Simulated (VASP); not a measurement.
# Ag (I4/mmm) in VASP: further runs

Runs on Ag. Level: r2SCAN. Tasks: single point.

Everything below comes from runs of VASP 6.6.1. Logs are shortened: lines on timing, memory, paths and dates and some standing lists are left out, and cuts for length are marked.

### 1 The cell of the first run

It takes space group I4/mmm (No. 139, tetragonal). The conventional cell has a = 3.450 Å, b = 3.450 Å, c = 2.933 Å, α = 90.00°, β = 90.00°, γ = 90.00°. Ag (site symmetry 4/mmm) has 14 Ag at 2.85 to 3.45 Å within 3.8 Å.

### 2 Single point, r2SCAN

File POSCAR:

```
Ag
1.0
   -1.7252427376      1.7252427376      1.4664563270
    1.7252427376     -1.7252427376      1.4664563270
    1.7252427376      1.7252427376     -1.4664563270
Ag
1
Direct
    0.0000000000      0.0000000000      0.0000000000
```

File INCAR.step1:

```
SYSTEM = Ag
ALGO = Normal
EDIFF = 1E-4
ENCUT = 520
GGA = PE
ISMEAR = 0
LASPH = .TRUE.
LCHARG = .FALSE.
LREAL = .FALSE.
LWAVE = .TRUE.
NBANDS = 12
NELM = 100
PREC = Accurate
SIGMA = 0.15
```

File INCAR.step2:

```
SYSTEM = Ag
ALGO = Normal
EDIFF = 1E-6
ENCUT = 520
ISIF = 2
ISMEAR = 0
ISTART = 1
LASPH = .TRUE.
LCHARG = .FALSE.
LMIXTAU = .TRUE.
LREAL = .FALSE.
LWAVE = .FALSE.
METAGGA = R2SCAN
NBANDS = 12
NELM = 100
PREC = Accurate
SIGMA = 0.15
```

File KPOINTS:

```
k-points
0
G
  28 28 28
  0 0 0
```

Potentials or basis: VASP PAW PBE potentials, release 64 (Ag).

Launch:

```
$ cat potpaw_PBE.64/Ag/POTCAR > POTCAR
$ cp INCAR.step1 INCAR
$ mpirun -np 1 vasp_std > vasp.out
$ cp INCAR.step2 INCAR
$ mpirun -np 1 vasp_std > vasp.out
```

OUTCAR:

```text
SYSTEM = Ag
   EDIFF = 1E-6
   ENCUT = 520
   ISIF = 2
   ISMEAR = 0
   ISTART = 1
   LASPH = .TRUE.
   LREAL = .FALSE.
   METAGGA = R2SCAN
   NELM = 100
   PREC = Accurate

 ion  position               nearest neighbor table
   1  0.000  0.000  0.000-

  LATTYP: Found a body centered tetragonal cell.
 ALAT       =     3.4504854752
 C/A-ratio  =     0.8500000000

  Lattice vectors:

 A1 = (  -1.7252427376,   1.7252427376,   1.4664563270)
 A2 = (   1.7252427376,  -1.7252427376,   1.4664563270)
 A3 = (   1.7252427376,   1.7252427376,  -1.4664563270)

Analysis of symmetry for initial positions (statically):
=====================================================================
 Subroutine PRICEL returns:
 Original cell was already a primitive cell.

 Routine SETGRP: Setting up the symmetry group for a
 body centered tetragonal supercell.

 Subroutine GETGRP returns: Found 16 space group operations
 (whereof 16 operations were pure point group operations)
 out of a pool of 16 trial point group operations.

The static configuration has the point symmetry D_4h.

Analysis of symmetry for dynamics (positions and initial velocities):
=====================================================================
 Subroutine PRICEL returns:
 Original cell was already a primitive cell.

 Routine SETGRP: Setting up the symmetry group for a
 body centered tetragonal supercell.

 Subroutine GETGRP returns: Found 16 space group operations
 (whereof 16 operations were pure point group operations)
 out of a pool of 16 trial point group operations.

The dynamic configuration has the point symmetry D_4h.

 Subroutine INISYM returns: Found 16 space group operations
 (whereof 16 operations are pure point group operations),
 and found     1 'primitive' translations

----------------------------------------------------------------------------------------

                                     Primitive cell

  volume of cell :      17.4594

  direct lattice vectors                    reciprocal lattice vectors
    -1.725242738  1.725242738  1.466456327     0.000000000  0.289814291  0.340957989
     1.725242738 -1.725242738  1.466456327     0.289814291  0.000000000  0.340957989
     1.725242738  1.725242738 -1.466456327     0.289814291  0.289814291  0.000000000

  length of vectors
     2.846650517  2.846650517  2.846650517     0.447487065  0.447487065  0.409859300

  position of ions in fractional coordinates (direct lattice)
     0.000000000  0.000000000  0.000000000

  ion indices of the primitive-cell ions
   primitive index   ion index
                 1           1

----------------------------------------------------------------------------------------

 KPOINTS: k-points

Automatic generation of k-mesh.
 Grid dimensions read from file:
 generate k-points for:   28   28   28

 Generating k-lattice:

  Cartesian coordinates                     Fractional coordinates (reciprocal lattice)
     0.000000000  0.010350510  0.012177071     0.035714286  0.000000000  0.000000000
     0.010350510  0.000000000  0.012177071     0.000000000  0.035714286  0.000000000
     0.010350510  0.010350510  0.000000000     0.000000000  0.000000000  0.035714286

  Length of vectors
     0.015981681  0.015981681  0.014637832

  Shift w.r.t. Gamma in fractional coordinates (k-lattice)
     0.000000000  0.000000000  0.000000000

 Subroutine IBZKPT returns following result:
 ===========================================

 Found   1639 irreducible k-points:

 Following reciprocal coordinates:
            Coordinates               Weight
  0.000000  0.000000  0.000000      1.000000
  0.035714  0.000000  0.000000      8.000000
  0.071429  0.000000  0.000000      8.000000
  0.107143  0.000000 -0.000000      8.000000
  0.142857  0.000000 -0.000000      8.000000
  0.178571 -0.000000  0.000000      8.000000
[... 16 lines left out ...]
  0.285714  0.035714  0.000000     16.000000
  0.321429  0.035714  0.000000     16.000000
 [... further k-points ...]
   k-points           NKPTS =   1639   k-points in BZ     NKDIM =   1639   number of bands    NBANDS=     12
   number of dos      NEDOS =    301   number of ions     NIONS =      1
   total plane-waves  NPLWV =  13824
   dimension x,y,z NGX =    24 NGY =   24 NGZ =   24
   dimension x,y,z NGXF=    48 NGYF=   48 NGZF=   48
   ions per type =               1
   NGX,Y,Z   is equivalent  to a cutoff of  14.02, 14.02, 14.02 a.u.
   NGXF,Y,Z  is equivalent  to a cutoff of  28.03, 28.03, 28.03 a.u.
 SYSTEM =  Ag
   PREC   = accura    normal or accurate (medium, high low for compatibility)
   ISTART =      1    job   : 0-new  1-cont  2-samecut
   ICHARG =      0    charge: 1-file 2-atom 10-const
   ISPIN  =      1    spin polarized calculation?
   LNONCOLLINEAR =      F non collinear calculations
   LSORBIT =      F    spin-orbit coupling
   LASPH  =      T    aspherical Exc in radial PAW
   ENCUT  =  520.0 eV  38.22 Ry    6.18 a.u.   5.29  5.29  5.29*2*pi/ulx,y,z
   NELM   =    100;   NELMIN=  2; NELMDL=  0     # of ELM steps
   EDIFF  = 0.1E-05   stopping-criterion for ELM
   LREAL  =      F    real-space projection
   EDIFFG = 0.1E-04   stopping-criterion for IOM
   NSW    =      0    number of steps for IOM
   IBRION =     -1    ionic relax: 0-MD 1-quasi-New 2-CG
   NFREE  =      0    steps in history (QN), initial steepest desc. (CG)
   ISIF   =      2    stress and relaxation
   ISYM   =      2    0-nonsym 1-usesym 2-fastsym
   POTIM  = 0.5000    time-step for ionic-motion
   TEBEG  =    0.0;   TEEND  =   0.0 temperature during run
   PSTRESS=    0.0 pullay stress
   NELECT =      11.0000    total number of electrons
   NUPDOWN=      -1.0000    fix difference up-down
   EMIN   =  10.00;   EMAX   =-10.00  energy-range for DOS
   EFERMI =   0.00;   METHOD = LEGACY
   ISMEAR =     0;   SIGMA  =   0.15  broadening in eV -4-tet -1-fermi 0-gaus
   EFERMI_NEDOS =   21; number of points for ismear=-14 and -15
   IALGO  =     38    algorithm
   IMIX   =      4    mixing-type and parameters
     AMIX     =   0.40;   BMIX     =  1.00
     AMIX_MAG =   1.60;   BMIX_MAG =  1.00
  volume/ion in A,a.u.               =      17.46       117.82
  Fermi-wavevector in a.u.,A,eV,Ry     =   1.403447  2.652129 26.798882  1.969662
  Thomas-Fermi vector in A             =   2.526108
   LORBIT       =      0    0 simple, 1 ext, 2 COOP (PROOUT), +10 PAW based schemes
   METAGGA = R2SCAN    functional components
   LHFCALC =     F    Hartree Fock is set to
   AEXX    =    0.0000 exact exchange contribution
   IVDW    =     0    specifies the selected vdW correction
   LEPSILON=     F    determine dielectric tensor
   LRPA    =     F    only Hartree local field effects (RPA)
 non-spin polarized calculation
 Gauss-broadening in eV      SIGMA  =   0.15
  energy-cutoff  :      520.00
  volume of cell :       17.46
 maximum number of plane-waves:       491
 NGX is ok and might be reduce to    24
   NGX = 11   NGY = 11   NGZ = 11

 number of electron      11.0000003 magnetization

 Free energy of the ion-electron system (eV)
  ---------------------------------------------------
  ext. energy  EPLUGINS =         0.00000000
  ---------------------------------------------------
  free energy    TOTEN  =       -21.32544834 eV

  energy without entropy =      -21.32278512  energy(sigma->0) =      -21.32411673

 E-fermi :   8.1487     XC(G=0): -12.7970

 val. band max:        8.1473524584   @ k =   0.5000   0.1071   0.0714
 cond. band min:       8.1501557901   @ k =   0.5000   0.1429   0.0357
 fundamental gap:      0.0028033316
 Fermi energy:         8.1486787298

 k-point     1 :       0.0000    0.0000    0.0000
  band No.  band energies     occupation
      1       0.3359      2.00000
      2       2.4946      2.00000
      3       3.3048      2.00000
      4       3.3048      2.00000
      5       3.6104      2.00000
      6       4.5417      2.00000
      7      25.4491      0.00000
      8      25.4491      0.00000
      9      29.1973      0.00000
     10      32.0425      0.00000
     11      32.0425      0.00000
     12      32.1512      0.00000

 k-point     2 :       0.0357    0.0000    0.0000
  band No.  band energies     occupation
      1       0.3824      2.00000
      2       2.5056      2.00000
      3       3.3005      2.00000
      4       3.3039      2.00000
      5       3.6192      2.00000
      6       4.5305      2.00000
      7      25.4324      0.00000
      8      25.4690      0.00000
      9      28.9924      0.00000
     10      31.4504      0.00000
     11      31.7191      0.00000
     12      32.3619      0.00000

 k-point     3 :       0.0714    0.0000    0.0000
  band No.  band energies     occupation
      1       0.5202      2.00000
      2       2.5332      2.00000
      3       3.2853      2.00000
      4       3.3069      2.00000
      5       3.6488      2.00000
      6       4.4990      2.00000
      7      25.3723      0.00000
      8      25.5241      0.00000
      9      28.3508      0.00000
     10      30.8608      0.00000
     11      31.0219      0.00000
     12      32.1904      0.00000
[... 286 lines left out ...]
 k-point    23 :       0.2857    0.0357    0.0000
  band No.  band energies     occupation
      1       1.8460      2.00000
      2       2.2496      2.00000
      3       4.0939      2.00000
      4       4.1706      2.00000
      5       4.4634      2.00000
      6       4.7785      2.00000
      7      19.1507      0.00000
      8      22.8329      0.00000
      9      24.1042      0.00000
     10      27.4168      0.00000
     11      28.5035      0.00000
     12      32.1650      0.00000

 k-point    24 :       0.3214    0.0357    0.0000
  band No.  band energies     occupation
      1       1.7696      2.00000
      2       2.1594      2.00000
      3       4.1106      2.00000
      4       4.4143      2.00000
      5       4.6088      2.00000
      6       5.5113      2.00000
      7      17.6451      0.00000
      8      22.3077      0.00000
      9      23.3922      0.00000
     10      27.5372      0.00000
     11      28.4656      0.00000
     12      32.4461      0.00000

 [... further k-points ...]

------------------------ aborting loop because EDIFF is reached ----------------------------------------

  FORCE on cell =-STRESS in cart. coord.  units (eV):
  Direction    XX          YY          ZZ          XY          YZ          ZX
  --------------------------------------------------------------------------------------
  -------------------------------------------------------------------------------------
  Total       -0.0278067     -0.0278067      0.1450315      0.0000000      0.0000000      0.0000000
  in kB       -2.5517050     -2.5517050     13.3089359      0.0000000      0.0000000      0.0000000
  external PRESSURE =       2.7351753 kB  Pullay stress =       0.0000000 kB

 VOLUME and BASIS-vectors are now :
 -----------------------------------------------------------------------------
  energy-cutoff  :      520.00
  volume of cell :       17.46
      direct lattice vectors                 reciprocal lattice vectors
    -1.725242738  1.725242738  1.466456327     0.000000000  0.289814291  0.340957989
     1.725242738 -1.725242738  1.466456327     0.289814291  0.000000000  0.340957989
     1.725242738  1.725242738 -1.466456327     0.289814291  0.289814291  0.000000000

 POSITION                                       TOTAL-FORCE (eV/Angst)
 -----------------------------------------------------------------------------------
      0.00000      0.00000      0.00000         0.000000      0.000000      0.000000
 -----------------------------------------------------------------------------------
    total drift:                                0.000000      0.000000     -0.000000

  FREE ENERGIE OF THE ION-ELECTRON SYSTEM (eV)
  ---------------------------------------------------
  free  energy   TOTEN  =       -21.3254483371 eV

  energy  without entropy=      -21.3227851153  energy(sigma->0) =      -21.32411673
```

Run time: 8.7 min. Hardware: 1 thread of Intel Xeon Platinum 8488C (Sapphire Rapids), shared host; peak memory 0.43 GiB.

What came out:

| Property | Result |
| --- | --- |
| Free energy | -21.3254 eV |
| Pressure | 0.3 GPa |
| Band gap on the k mesh | zero (an odd number of electrons rules out a gap without spin polarisation) |

Levels at points of the mesh, in eV from the Fermi level:
```tsv
k point	band 2	band 3	band 4	band 5	band 6	band 7	band 8	band 9	band 10	band 11
(0.00, 0.00, 0.00)	-5.65	-4.84	-4.84	-4.54	-3.61	17.30	17.30	21.05	23.89	23.89
(0.50, 0.00, 0.00)	-6.20	-4.05	-3.29	-2.98	0.46	4.85	13.05	13.74	19.59	20.36
(0.50, 0.50, 0.00)	-5.32	-4.62	-4.03	-3.02	-0.57	3.05	15.78	17.78	22.53	22.56
(0.50, 0.50, 0.50)	-6.62	-3.21	-3.21	-3.00	5.60	5.60	10.74	11.27	12.23	17.15
```

Caveat: the PAW data sets were made with another functional, which shifts forces and pressure a little.

[end of part 1 of 2]
